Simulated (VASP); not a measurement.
Wanted: the native input for a VASP 6.6.1 run.

| Quantity | Value |
| --- | --- |
| Task | single point |
| Functional | PBEsol |
| Potentials or basis | VASP PAW PBE potentials, release 64 (Cd, S) |
| Cutoff | 520 eV |
| k mesh | 7 × 7 × 5 |
| Occupations | fermi-dirac, width 0.05 eV |
| Spin | no spin polarisation |
| Dipole correction | no |
| Further INCAR settings | ALGO = Normal; EDIFF = 1e-06; NBANDS = 16 |

The structure of CdS lies in POSCAR:

```
CdS
1.0
    4.2611695877      0.0000000000      0.0000000000
   -2.1305847939      3.6902811128      0.0000000000
    0.0000000000      0.0000000000      5.8041729400
Cd S
1 1
Direct
    0.0000000000      0.0000000000      0.4426919200
    0.6666666667      0.3333333333      0.4343080800
```

The input as run:

INCAR

```
SYSTEM = CdS
PREC = Accurate
ENCUT = 520
EDIFF = 1E-6
ISMEAR = -1
SIGMA = 0.05
LREAL = .FALSE.
LASPH = .TRUE.
NELM = 60
ALGO = Normal
ISIF = 2
LWAVE = .FALSE.
LCHARG = .TRUE.
GGA = PS
LELF = .TRUE.
LVHAR = .TRUE.
NBANDS = 16
```

KPOINTS

```
Automatic mesh
0
G
  7 7 5
  0 0 0
```

Potentials or basis: VASP PAW PBE potentials, release 64 (Cd, S).

The run is started by

```console
$ cat potpaw_PBE.64/Cd/POTCAR potpaw_PBE.64/S/POTCAR > POTCAR
$ mpirun -np 1 vasp_std > vasp.out
```

Results of the run:

| Item | Value |
| --- | --- |
| Pressure | -1.3 GPa |
| Largest force | 0.014 eV/Å |
| Band gap on the k mesh | 1.42 eV, indirect (the least direct gap lies 3.8 meV higher) |

Caveat: the PAW data sets were made with another functional, which shifts forces and pressure a little.

Run time: 22 s on 1 thread of Intel(R) Xeon(R) Platinum 8559C (Emerald Rapids) (shared host), peak memory 0.22 GiB.
